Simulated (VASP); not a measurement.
# Sn in VASP: notebook

Sn is run at these levels: r2SCAN; tasks: single point.

Everything below comes from runs of VASP 6.6.1. Logs are shortened: lines on timing, memory, paths and dates and some standing lists are left out, and cuts for length are marked.

### 1 The cell of the first run

It takes space group I4_1/amd (No. 141, tetragonal). The conventional cell has a = 5.839 Å, b = 5.839 Å, c = 3.188 Å, α = 90.00°, β = 90.00°, γ = 90.00°. Within 4.0 Å of Sn (site symmetry -4m2) lie 10 Sn at 3.03 to 3.77 Å.

### 2 Single point, r2SCAN

File POSCAR:

```
Sn
1.0
   -2.9196440000      2.9196440000      1.5938000000
    2.9196440000     -2.9196440000      1.5938000000
    2.9196440000      2.9196440000     -1.5938000000
Sn
2
Direct
    0.0000000000      0.0000000000      0.0000000000
    0.7500000000      0.2500000000      0.5000000000
```

File INCAR.step1:

```
SYSTEM = Sn
PREC = Accurate ; ENCUT = 520
ISMEAR = -1 ; SIGMA = 0.1
LREAL = .FALSE. ; LASPH = .TRUE.
NELM = 100 ; NBANDS = 21
GGA = PE ; ALGO = Normal
EDIFF = 1E-4 ; LWAVE = .TRUE.
LCHARG = .FALSE.
```

File INCAR.step2:

```
SYSTEM = Sn
PREC = Accurate ; ENCUT = 520
EDIFF = 1E-7 ; ISMEAR = -1
SIGMA = 0.1 ; LREAL = .FALSE.
LASPH = .TRUE. ; NELM = 100
ALGO = Normal ; ISIF = 2
LWAVE = .FALSE. ; LCHARG = .FALSE.
METAGGA = R2SCAN ; LMIXTAU = .TRUE.
NBANDS = 21 ; ISTART = 1
```

File KPOINTS:

```
Automatic mesh
0
G
  12 12 12
  0 0 0
```

Potentials or basis: VASP PAW PBE potentials, release 64 (Sn_d).

Launch:

```console
cat potpaw_PBE.64/Sn_d/POTCAR > POTCAR
cp INCAR.step1 INCAR
mpirun -np 1 vasp_std > vasp.out
cp INCAR.step2 INCAR
mpirun -np 1 vasp_std > vasp.out
```

OUTCAR:

```text
SYSTEM = Sn
   PREC = Accurate
   ENCUT = 520
   EDIFF = 1E-7
   ISMEAR = -1
   LREAL = .FALSE.
   LASPH = .TRUE.
   NELM = 100
   ISIF = 2
   METAGGA = R2SCAN
   ISTART = 1

 ion  position               nearest neighbor table
   1  0.000  0.000  0.000-   2 3.03   2 3.03   2 3.03   2 3.03
   2  0.750  0.250  0.500-   1 3.03   1 3.03   1 3.03   1 3.03

  LATTYP: Found a body centered tetragonal cell.
 ALAT       =     5.8392880000
 C/A-ratio  =     0.5458884713

  Lattice vectors:

 A1 = (  -2.9196440000,   2.9196440000,   1.5938000000)
 A2 = (   2.9196440000,  -2.9196440000,   1.5938000000)
 A3 = (   2.9196440000,   2.9196440000,  -1.5938000000)

Analysis of symmetry for initial positions (statically):
=====================================================================
 Subroutine PRICEL returns:
 Original cell was already a primitive cell.

 Routine SETGRP: Setting up the symmetry group for a
 body centered tetragonal supercell.

 Subroutine GETGRP returns: Found 16 space group operations
 (whereof  8 operations were pure point group operations)
 out of a pool of 16 trial point group operations.

The static configuration has the point symmetry D_2d.
 The point group associated with its full space group is D_4h.

Analysis of symmetry for dynamics (positions and initial velocities):
=====================================================================
 Subroutine PRICEL returns:
 Original cell was already a primitive cell.

 Routine SETGRP: Setting up the symmetry group for a
 body centered tetragonal supercell.

 Subroutine GETGRP returns: Found 16 space group operations
 (whereof  8 operations were pure point group operations)
 out of a pool of 16 trial point group operations.

The dynamic configuration has the point symmetry D_2d.
 The point group associated with its full space group is D_4h.

 Subroutine INISYM returns: Found 16 space group operations
 (whereof  8 operations are pure point group operations),
 and found     1 'primitive' translations

----------------------------------------------------------------------------------------

                                     Primitive cell

  volume of cell :      54.3443

  direct lattice vectors                    reciprocal lattice vectors
    -2.919644000  2.919644000  1.593800000     0.000000000  0.171253756  0.313715648
     2.919644000 -2.919644000  1.593800000     0.171253756  0.000000000  0.313715648
     2.919644000  2.919644000 -1.593800000     0.171253756  0.171253756  0.000000000

  length of vectors
     4.425928221  4.425928221  4.425928221     0.357414824  0.357414824  0.242189384

  position of ions in fractional coordinates (direct lattice)
     0.000000000  0.000000000  0.000000000
     0.750000000  0.250000000  0.500000000

  ion indices of the primitive-cell ions
   primitive index   ion index
                 1           1
                 2           2

----------------------------------------------------------------------------------------

 KPOINTS: Automatic mesh

Automatic generation of k-mesh.
 Grid dimensions read from file:
 generate k-points for:   12   12   12

 Generating k-lattice:

  Cartesian coordinates                     Fractional coordinates (reciprocal lattice)
     0.000000000  0.014271146  0.026142971     0.083333333  0.000000000 -0.000000000
     0.014271146  0.000000000  0.026142971     0.000000000  0.083333333 -0.000000000
     0.014271146  0.014271146  0.000000000     0.000000000  0.000000000  0.083333333

  Length of vectors
     0.029784569  0.029784569  0.020182449

  Shift w.r.t. Gamma in fractional coordinates (k-lattice)
     0.000000000  0.000000000  0.000000000

 Subroutine IBZKPT returns following result:
 ===========================================

 Found    163 irreducible k-points:

 Following reciprocal coordinates:
            Coordinates               Weight
  0.000000  0.000000  0.000000      1.000000
  0.083333  0.000000  0.000000      8.000000
  0.166667  0.000000 -0.000000      8.000000
  0.250000  0.000000 -0.000000      8.000000
  0.333333  0.000000 -0.000000      8.000000
  0.416667 -0.000000  0.000000      8.000000
[... 16 lines left out ...]
  0.500000  0.166667 -0.000000     16.000000
 -0.416667  0.166667 -0.000000     16.000000
 [... further k-points ...]
   k-points           NKPTS =    163   k-points in BZ     NKDIM =    163   number of bands    NBANDS=     21
   number of dos      NEDOS =    301   number of ions     NIONS =      2
   total plane-waves  NPLWV =  46656
   dimension x,y,z NGX =    36 NGY =   36 NGZ =   36
   dimension x,y,z NGXF=    72 NGYF=   72 NGZF=   72
   ions per type =               2
   NGX,Y,Z   is equivalent  to a cutoff of  13.52, 13.52, 13.52 a.u.
   NGXF,Y,Z  is equivalent  to a cutoff of  27.04, 27.04, 27.04 a.u.
 SYSTEM =  Sn
   PREC   = accura    normal or accurate (medium, high low for compatibility)
   ISTART =      1    job   : 0-new  1-cont  2-samecut
   ICHARG =      0    charge: 1-file 2-atom 10-const
   ISPIN  =      1    spin polarized calculation?
   LNONCOLLINEAR =      F non collinear calculations
   LSORBIT =      F    spin-orbit coupling
   LASPH  =      T    aspherical Exc in radial PAW
   ENCUT  =  520.0 eV  38.22 Ry    6.18 a.u.   8.23  8.23  8.23*2*pi/ulx,y,z
   NELM   =    100;   NELMIN=  2; NELMDL=  0     # of ELM steps
   EDIFF  = 0.1E-06   stopping-criterion for ELM
   LREAL  =      F    real-space projection
   EDIFFG = 0.1E-05   stopping-criterion for IOM
   NSW    =      0    number of steps for IOM
   IBRION =     -1    ionic relax: 0-MD 1-quasi-New 2-CG
   NFREE  =      0    steps in history (QN), initial steepest desc. (CG)
   ISIF   =      2    stress and relaxation
   ISYM   =      2    0-nonsym 1-usesym 2-fastsym
   POTIM  = 0.5000    time-step for ionic-motion
   TEBEG  =    0.0;   TEEND  =   0.0 temperature during run
   PSTRESS=    0.0 pullay stress
   NELECT =      28.0000    total number of electrons
   NUPDOWN=      -1.0000    fix difference up-down
   EMIN   =  10.00;   EMAX   =-10.00  energy-range for DOS
   EFERMI =   0.00;   METHOD = LEGACY
   ISMEAR =    -1;   SIGMA  =   0.10  broadening in eV -4-tet -1-fermi 0-gaus
   EFERMI_NEDOS =   21; number of points for ismear=-14 and -15
   IALGO  =     38    algorithm
   IMIX   =      4    mixing-type and parameters
     AMIX     =   0.40;   BMIX     =  1.00
     AMIX_MAG =   1.60;   BMIX_MAG =  1.00
  volume/ion in A,a.u.               =      27.17       183.37
  Fermi-wavevector in a.u.,A,eV,Ry     =   1.312430  2.480134 23.435678  1.722474
  Thomas-Fermi vector in A             =   2.442823
   LORBIT       =      0    0 simple, 1 ext, 2 COOP (PROOUT), +10 PAW based schemes
   METAGGA = R2SCAN    functional components
   LHFCALC =     F    Hartree Fock is set to
   AEXX    =    0.0000 exact exchange contribution
   IVDW    =     0    specifies the selected vdW correction
   LEPSILON=     F    determine dielectric tensor
   LRPA    =     F    only Hartree local field effects (RPA)
 non-spin polarized calculation
  energy-cutoff  :      520.00
  volume of cell :       54.34
 maximum number of plane-waves:      1484
 NGX is ok and might be reduce to    36
   NGX = 17   NGY = 17   NGZ = 17

 number of electron      27.9999999 magnetization

 Free energy of the ion-electron system (eV)
  ---------------------------------------------------
  ext. energy  EPLUGINS =         0.00000000
  ---------------------------------------------------
  free energy    TOTEN  =       -49.25807848 eV

  energy without entropy =      -49.23059138  energy(sigma->0) =      -49.24433493

 E-fermi :   7.9057     XC(G=0): -11.1220

 val. band max:        7.9011715975   @ k =  -0.2500   0.2500   0.2500
 cond. band min:       7.9174430092   @ k =   0.4167   0.0833   0.0833
 fundamental gap:      0.0162714116
 Fermi energy:         7.9056573526

 k-point     1 :       0.0000    0.0000    0.0000
  band No.  band energies     occupation
      1     -14.4596      2.00000
      2     -14.3651      2.00000
      3     -14.3187      2.00000
      4     -14.3086      2.00000
      5     -14.1449      2.00000
      6     -14.1449      2.00000
[... 13 lines left out ...]
     20      18.2366      0.00000
     21      18.8846      0.00000

 k-point     2 :       0.0833    0.0000    0.0000
  band No.  band energies     occupation
      1     -14.4550      2.00000
      2     -14.3504      2.00000
      3     -14.3133      2.00000
      4     -14.2911      2.00000
      5     -14.1559      2.00000
      6     -14.1541      2.00000
[... 13 lines left out ...]
     20      17.8111      0.00000
     21      17.9755      0.00000

 k-point     3 :       0.1667    0.0000   -0.0000
  band No.  band energies     occupation
      1     -14.4411      2.00000
      2     -14.3128      2.00000
      3     -14.2984      2.00000
      4     -14.2510      2.00000
      5     -14.1792      2.00000
      6     -14.1628      2.00000
[... 13 lines left out ...]
     20      16.5157      0.00000
     21      16.9201      0.00000

 k-point     4 :       0.2500    0.0000   -0.0000
  band No.  band energies     occupation
      1     -14.4211      2.00000
      2     -14.2790      2.00000
      3     -14.2744      2.00000
      4     -14.2305      2.00000
      5     -14.2051      2.00000
      6     -14.1616      2.00000
[... 13 lines left out ...]
     20      15.5709      0.00000
     21      17.1079      0.00000

 k-point     5 :       0.3333    0.0000   -0.0000
  band No.  band energies     occupation
      1     -14.4010      2.00000
      2     -14.2680      2.00000
      3     -14.2602      2.00000
      4     -14.2473      2.00000
      5     -14.2184      2.00000
      6     -14.1795      2.00000
[... 13 lines left out ...]
     20      15.0205      0.00000
     21      17.9654      0.00000
[... 382 lines left out ...]
     20      17.3457      0.00000
     21      18.1120      0.00000

 k-point    22 :       0.4167    0.1667    0.0000
  band No.  band energies     occupation
      1     -14.3758      2.00000
      2     -14.3002      2.00000
      3     -14.2728      2.00000
      4     -14.2252      2.00000
      5     -14.2131      2.00000
      6     -14.1751      2.00000
[... 13 lines left out ...]
     20      17.1921      0.00000
     21      17.8267      0.00000

 k-point    23 :       0.5000    0.1667   -0.0000
  band No.  band energies     occupation
      1     -14.3721      2.00000
      2     -14.2919      2.00000
      3     -14.2720      2.00000
      4     -14.2326      2.00000
      5     -14.2039      2.00000
      6     -14.1756      2.00000
[... 13 lines left out ...]
     20      16.9485      0.00000
     21      17.6726      0.00000

 k-point    24 :      -0.4167    0.1667   -0.0000
  band No.  band energies     occupation
      1     -14.3828      2.00000
      2     -14.2893      2.00000
      3     -14.2738      2.00000
      4     -14.2445      2.00000
      5     -14.1996      2.00000
      6     -14.1700      2.00000
[... 13 lines left out ...]
     20      16.5756      0.00000
     21      17.2243      0.00000

 [... further k-points ...]
[... 5 lines left out ...]
  --------------------------------------------------------------------------------------
  -------------------------------------------------------------------------------------
  Total        0.3249739      0.3249739      0.2154409      0.0000000      0.0000000      0.0000000
  in kB        9.5808811      9.5808811      6.3516277      0.0000000      0.0000000      0.0000000
  external PRESSURE =       8.5044633 kB  Pullay stress =       0.0000000 kB

 VOLUME and BASIS-vectors are now :
 -----------------------------------------------------------------------------
  energy-cutoff  :      520.00
  volume of cell :       54.34
      direct lattice vectors                 reciprocal lattice vectors
    -2.919644000  2.919644000  1.593800000     0.000000000  0.171253756  0.313715648
     2.919644000 -2.919644000  1.593800000     0.171253756  0.000000000  0.313715648
     2.919644000  2.919644000 -1.593800000     0.171253756  0.171253756  0.000000000

 POSITION                                       TOTAL-FORCE (eV/Angst)
 -----------------------------------------------------------------------------------
      0.00000      0.00000      0.00000        -0.000000      0.000000      0.000000
      0.00000      2.91964      0.79690         0.000000     -0.000000     -0.000000
 -----------------------------------------------------------------------------------
    total drift:                               -0.000000      0.000000     -0.000000

  FREE ENERGIE OF THE ION-ELECTRON SYSTEM (eV)
  ---------------------------------------------------
  free  energy   TOTEN  =       -49.2580784769 eV

  energy  without entropy=      -49.2305913826  energy(sigma->0) =      -49.24433493
```

Run time: 5.7 min. Hardware: 1 thread of Intel Xeon 6975P-C (Granite Rapids), shared host; peak memory 0.31 GiB.

Results:

* Free energy: -49.2581 eV
* Pressure: 0.9 GPa
* Band gap on the k mesh: zero (bands 14 and 15 overlap by 4.41 eV)

Caveat: the PAW data sets were made with another functional, which shifts forces and pressure a little; spin-orbit coupling is left out, which moves the levels of the heavy elements.

(Continued in part 2 of 2.)

The gap in the log of VASP goes by the Fermi energy; the results here count the filled bands.